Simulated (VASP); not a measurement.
A run of VASP 6.6.1:

Contents of POSCAR:

```
Ir
1.0
    0.0000000000      3.8312000000      3.8312000000
    3.8312000000      0.0000000000      3.8312000000
    3.8312000000      3.8312000000      0.0000000000
Ir
8
Direct
    0.0000000000      0.0000000000      0.0000000000
    0.0000000000      0.0000000000      0.5000000000
    0.0000000000      0.5000000000      0.0000000000
    0.0000000000      0.5000000000      0.5000000000
    0.5000000000      0.0000000000      0.0000000000
    0.5000000000      0.0000000000      0.5000000000
    0.5000000000      0.5000000000      0.0000000000
    0.5000000000      0.5000000000      0.5000000000
```

File INCAR.step1:

```
SYSTEM = Ir
ALGO = Normal ; EDIFF = 1E-4
ENCUT = 520 ; GGA = PE
ISMEAR = -1 ; LASPH = .True.
LCHARG = .False. ; LREAL = .False.
LWAVE = .True. ; NBANDS = 46
NELM = 80 ; PREC = Accurate
SIGMA = 0.05
```

INCAR.step2

```
SYSTEM = Ir
ALGO = Normal ; EDIFF = 1E-8
ENCUT = 520 ; ISIF = 2
ISMEAR = -1 ; ISTART = 1
LASPH = .True. ; LCHARG = .False.
LEFG = .True. ; LMIXTAU = .True.
LREAL = .False. ; LWAVE = .False.
METAGGA = R2SCAN ; NBANDS = 46
NELM = 80 ; PREC = Accurate
SIGMA = 0.05
```

File KPOINTS:

```
k-points
0
Gamma
  8 8 8
  0 0 0
```

Potentials or basis: VASP PAW PBE potentials, release 64 (Ir).

Command:

```sh
$ cat potpaw_PBE.64/Ir/POTCAR > POTCAR
$ cp INCAR.step1 INCAR
$ mpirun -np 1 vasp_std > vasp.out
$ cp INCAR.step2 INCAR
$ mpirun -np 1 vasp_std > vasp.out
```

Hardware: 1 thread of AMD EPYC 9R45 (Zen 5), with other jobs on the host.

Q: Estimate the wall time of this run.

A: Wall time 16 min on 1 thread of AMD EPYC 9R45 (Zen 5), with other jobs on the host, peak memory 0.28 GiB. Counts: k points 29.
